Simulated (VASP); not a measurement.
# Sn (Fd-3m) in VASP: notebook, part 2 of 2

VASP 6.6.1. Earlier steps stand in the parts before.

**3. Relaxation of cell and atoms, PBEsol**

This run uses another cell than the first one, of 33.80 Å³/atom.

INCAR

```
SYSTEM = Sn
PREC     = Accurate       ! precision mode
ENCUT    = 600            ! plane-wave cutoff, eV
EDIFF    = 1E-6           ! SCF threshold, eV
ISMEAR   = 0              ! smearing method
SIGMA    = 0.05           ! smearing width, eV
LREAL    = .False.        ! projectors in reciprocal space
LASPH    = .True.         ! aspherical terms in the spheres
NELM     = 100            ! most SCF steps
ALGO     = Normal         ! electronic algorithm
ISIF     = 3              ! what is computed and relaxed
LWAVE    = .False.        ! write WAVECAR
LCHARG   = .False.        ! write CHGCAR
GGA      = PS             ! functional
IBRION   = 2              ! ionic algorithm
NSW      = 80             ! ionic steps
EDIFFG   = -0.03          ! ionic threshold
```

KPOINTS

```
Automatic mesh
0
Gamma
  7 7 7
  0 0 0
```

POSCAR

```
Sn
1.0
    0.0000000000      3.2333428000      3.2333428000
    3.2333428000      0.0000000000      3.2333428000
    3.2333428000      3.2333428000      0.0000000000
Sn
2
Direct
    0.0000000000      0.0000000000      0.0000000000
    0.2500000000      0.2500000000      0.2500000000
```

Potentials or basis: VASP PAW PBE potentials, release 64 (Sn_d).

Run with:

```sh
cat potpaw_PBE.64/Sn_d/POTCAR > POTCAR
mpirun -np 1 vasp_std > vasp.out
```

OUTCAR:

```text
SYSTEM = Sn
   PREC = Accurate
   ENCUT = 600
   EDIFF = 1E-6
   ISMEAR = 0
   LREAL = .False.
   LASPH = .True.
   NELM = 100
   ISIF = 3
   GGA = PS
   IBRION = 2
   NSW = 80
   EDIFFG = -0.03

 ion  position               nearest neighbor table
   1  0.000  0.000  0.000-   2 2.80   2 2.80   2 2.80   2 2.80
   2  0.250  0.250  0.250-   1 2.80   1 2.80   1 2.80   1 2.80

  LATTYP: Found a face centered cubic cell.
 ALAT       =     6.4666856000

  Lattice vectors:

 A1 = (   0.0000000000,   3.2333428000,   3.2333428000)
 A2 = (   3.2333428000,   0.0000000000,   3.2333428000)
 A3 = (   3.2333428000,   3.2333428000,   0.0000000000)

Analysis of symmetry for initial positions (statically):
=====================================================================
 Subroutine PRICEL returns:
 Original cell was already a primitive cell.

 Routine SETGRP: Setting up the symmetry group for a
 face centered cubic supercell.

 Subroutine GETGRP returns: Found 48 space group operations
 (whereof 24 operations were pure point group operations)
 out of a pool of 48 trial point group operations.

The static configuration has the point symmetry T_d .
 The point group associated with its full space group is O_h .

Analysis of symmetry for dynamics (positions and initial velocities):
=====================================================================
 Subroutine PRICEL returns:
 Original cell was already a primitive cell.

 Routine SETGRP: Setting up the symmetry group for a
 face centered cubic supercell.

 Subroutine GETGRP returns: Found 48 space group operations
 (whereof 24 operations were pure point group operations)
 out of a pool of 48 trial point group operations.

The dynamic configuration has the point symmetry T_d .
 The point group associated with its full space group is O_h .

 Subroutine INISYM returns: Found 48 space group operations
 (whereof 24 operations are pure point group operations),
 and found     1 'primitive' translations

----------------------------------------------------------------------------------------

                                     Primitive cell

  volume of cell :      67.6060

  direct lattice vectors                    reciprocal lattice vectors
     0.000000000  3.233342800  3.233342800    -0.154638723  0.154638723  0.154638723
     3.233342800  0.000000000  3.233342800     0.154638723 -0.154638723  0.154638723
     3.233342800  3.233342800  0.000000000     0.154638723  0.154638723 -0.154638723

  length of vectors
     4.572637240  4.572637240  4.572637240     0.267842124  0.267842124  0.267842124

  position of ions in fractional coordinates (direct lattice)
     0.000000000  0.000000000  0.000000000
     0.250000000  0.250000000  0.250000000

  ion indices of the primitive-cell ions
   primitive index   ion index
                 1           1
                 2           2

----------------------------------------------------------------------------------------

 KPOINTS: Automatic mesh

Automatic generation of k-mesh.
 Grid dimensions read from file:
 generate k-points for:    7    7    7

 Generating k-lattice:

  Cartesian coordinates                     Fractional coordinates (reciprocal lattice)
    -0.022091246  0.022091246  0.022091246     0.142857143  0.000000000  0.000000000
     0.022091246 -0.022091246  0.022091246     0.000000000  0.142857143  0.000000000
     0.022091246  0.022091246 -0.022091246     0.000000000  0.000000000  0.142857143

  Length of vectors
     0.038263161  0.038263161  0.038263161

  Shift w.r.t. Gamma in fractional coordinates (k-lattice)
     0.000000000  0.000000000  0.000000000

 Subroutine IBZKPT returns following result:
 ===========================================

 Found     20 irreducible k-points:

 Following reciprocal coordinates:
            Coordinates               Weight
  0.000000  0.000000  0.000000      1.000000
  0.142857  0.000000  0.000000      8.000000
  0.285714  0.000000  0.000000      8.000000
  0.428571  0.000000  0.000000      8.000000
  0.142857  0.142857  0.000000      6.000000
  0.285714  0.142857  0.000000     24.000000
[... 12 lines left out ...]
 -0.428571  0.428571  0.142857     24.000000
 -0.285714  0.428571  0.142857     24.000000
   k-points           NKPTS =     20   k-points in BZ     NKDIM =     20   number of bands    NBANDS=     18
   number of dos      NEDOS =    301   number of ions     NIONS =      2
   total plane-waves  NPLWV =  64000
   dimension x,y,z NGX =    40 NGY =   40 NGZ =   40
   dimension x,y,z NGXF=    80 NGYF=   80 NGZF=   80
   ions per type =               2
   NGX,Y,Z   is equivalent  to a cutoff of  14.54, 14.54, 14.54 a.u.
   NGXF,Y,Z  is equivalent  to a cutoff of  29.09, 29.09, 29.09 a.u.
 SYSTEM =  Sn
   PREC   = accura    normal or accurate (medium, high low for compatibility)
   ISTART =      0    job   : 0-new  1-cont  2-samecut
   ICHARG =      2    charge: 1-file 2-atom 10-const
   ISPIN  =      1    spin polarized calculation?
   LNONCOLLINEAR =      F non collinear calculations
   LSORBIT =      F    spin-orbit coupling
   LASPH  =      T    aspherical Exc in radial PAW
   ENCUT  =  600.0 eV  44.10 Ry    6.64 a.u.   9.13  9.13  9.13*2*pi/ulx,y,z
   NELM   =    100;   NELMIN=  2; NELMDL= -5     # of ELM steps
   EDIFF  = 0.1E-05   stopping-criterion for ELM
   LREAL  =      F    real-space projection
   EDIFFG = -.3E-01   stopping-criterion for IOM
   NSW    =     80    number of steps for IOM
   IBRION =      2    ionic relax: 0-MD 1-quasi-New 2-CG
   NFREE  =      1    steps in history (QN), initial steepest desc. (CG)
   ISIF   =      3    stress and relaxation
   ISYM   =      2    0-nonsym 1-usesym 2-fastsym
   POTIM  = 0.5000    time-step for ionic-motion
   TEBEG  =    0.0;   TEEND  =   0.0 temperature during run
   PSTRESS=    0.0 pullay stress
   NELECT =      28.0000    total number of electrons
   NUPDOWN=      -1.0000    fix difference up-down
   EMIN   =  10.00;   EMAX   =-10.00  energy-range for DOS
   EFERMI =   0.00;   METHOD = LEGACY
   ISMEAR =     0;   SIGMA  =   0.05  broadening in eV -4-tet -1-fermi 0-gaus
   EFERMI_NEDOS =   21; number of points for ismear=-14 and -15
   IALGO  =     38    algorithm
   IMIX   =      4    mixing-type and parameters
     AMIX     =   0.40;   BMIX     =  1.00
     AMIX_MAG =   1.60;   BMIX_MAG =  1.00
  volume/ion in A,a.u.               =      33.80       228.11
  Fermi-wavevector in a.u.,A,eV,Ry     =   1.220298  2.306028 20.260793  1.489126
  Thomas-Fermi vector in A             =   2.355520
   LORBIT       =      0    0 simple, 1 ext, 2 COOP (PROOUT), +10 PAW based schemes
   GGA     = PS    functional components
   LHFCALC =     F    Hartree Fock is set to
   AEXX    =    0.0000 exact exchange contribution
   IVDW    =     0    specifies the selected vdW correction
   LEPSILON=     F    determine dielectric tensor
   LRPA    =     F    only Hartree local field effects (RPA)
 conjugate gradient relaxation of ions
 non-spin polarized calculation
 Gauss-broadening in eV      SIGMA  =   0.05
  energy-cutoff  :      600.00
  volume of cell :       67.61
 maximum number of plane-waves:      2281
 NGX is ok and might be reduce to    40
   NGX = 19   NGY = 19   NGZ = 19

--------------------------------------- Ionic step        1  -------------------------------------------

 number of electron      28.0000005 magnetization

 Free energy of the ion-electron system (eV)
  ---------------------------------------------------
  ext. energy  EPLUGINS =         0.00000000
  ---------------------------------------------------
  free energy    TOTEN  =        -8.43806813 eV

  energy without entropy =       -8.43754341  energy(sigma->0) =       -8.43780577

------------------------ aborting loop because EDIFF is reached ----------------------------------------

  FORCE on cell =-STRESS in cart. coord.  units (eV):
  Direction    XX          YY          ZZ          XY          YZ          ZX
  --------------------------------------------------------------------------------------
  -------------------------------------------------------------------------------------
  Total        0.6388921      0.6388921      0.6388921     -0.0000000      0.0000000     -0.0000000
  in kB       15.1409413     15.1409413     15.1409413     -0.0000000      0.0000000     -0.0000000
  external PRESSURE =      15.1409413 kB  Pullay stress =       0.0000000 kB
[... 57 lines left out ...]
  energy  without entropy=       -8.4463293751  energy(sigma->0) =       -8.44659273

--------------------------------------- Ionic step        3  -------------------------------------------

 number of electron      28.0000003 magnetization

 Free energy of the ion-electron system (eV)
  ---------------------------------------------------
  ext. energy  EPLUGINS =         0.00000000
  ---------------------------------------------------
  free energy    TOTEN  =        -8.44840563 eV

  energy without entropy =       -8.44788147  energy(sigma->0) =       -8.44814355

 E-fermi :   5.1627     XC(G=0):  -8.9652

 val. band max:        5.0053487213   @ k =   0.1429   0.0000   0.0000
 cond. band min:       5.1865633569   @ k =   0.4286   0.0000   0.0000
 fundamental gap:      0.1812146356
 Fermi energy:         5.1627174894

 k-point     1 :       0.0000    0.0000    0.0000
  band No.  band energies     occupation
      1     -16.2956      2.00000
      2     -16.2956      2.00000
      3     -16.2956      2.00000
      4     -16.2383      2.00000
      5     -16.2383      2.00000
      6     -15.9445      2.00000
[... 10 lines left out ...]
     17       7.4051      0.00000
     18       7.4051      0.00000
[... 426 lines left out ...]
  FREE ENERGIE OF THE ION-ELECTRON SYSTEM (eV)
  ---------------------------------------------------
  free  energy   TOTEN  =        -8.4484056344 eV

  energy  without entropy=       -8.4478814727  energy(sigma->0) =       -8.44814355

 reached required accuracy - stopping structural energy minimisation
```

It took 42 s on 1 thread of Intel Xeon Platinum 8488C (Sapphire Rapids), shared host; peak memory 0.25 GiB.

Results:

* Free energy: -8.4484 eV
* Relaxed volume: 34.93 Å³/atom
* Relaxed cell: a = 4.623 Å, b = 4.623 Å, c = 4.623 Å, α = 60.00°, β = 60.00°, γ = 60.00°
* Space group after relaxing (to 0.1 Å): Fd-3m (No. 227)
* Energy gained by relaxing: 5.2 meV/atom
* Ionic steps: 3
* Pressure after relaxing: 0.0 GPa
* Band gap on the k mesh: zero (bands 14 and 15 overlap by 0.16 eV)

Step by step:
```tsv
step	energy change (eV)	largest force (eV/Å)	pressure (GPa)	volume (Å³)
1	0.0000	0.0000	1.51	67.61
2	-0.0088	0.0000	-0.51	70.78
3	-0.0103	0.0000	-0.01	69.87
```

Final structure:
```xyz
2
Lattice="0.0000 3.2690 3.2690 3.2690 0.0000 3.2690 3.2690 3.2690 0.0000" Properties=species:S:1:pos:R:3 pbc="T T T"
Sn    0.0000    0.0000    0.0000
Sn    1.6345    1.6345    1.6345
```

Levels at points of the mesh, in eV from the Fermi level:
```
           k point  band 10  band 11  band 12  band 13  band 14  band 15  band 16  band 17  band 18
(0.00, 0.00, 0.00)   -21.10   -10.39    -0.75     0.18     0.18     0.18     2.24     2.24     2.24
```

Caveat: the PAW data sets were made with another functional, which shifts forces and pressure a little; spin-orbit coupling is left out, which moves the levels of the heavy elements.

The gap in the log of VASP goes by the Fermi energy; the results here count the filled bands.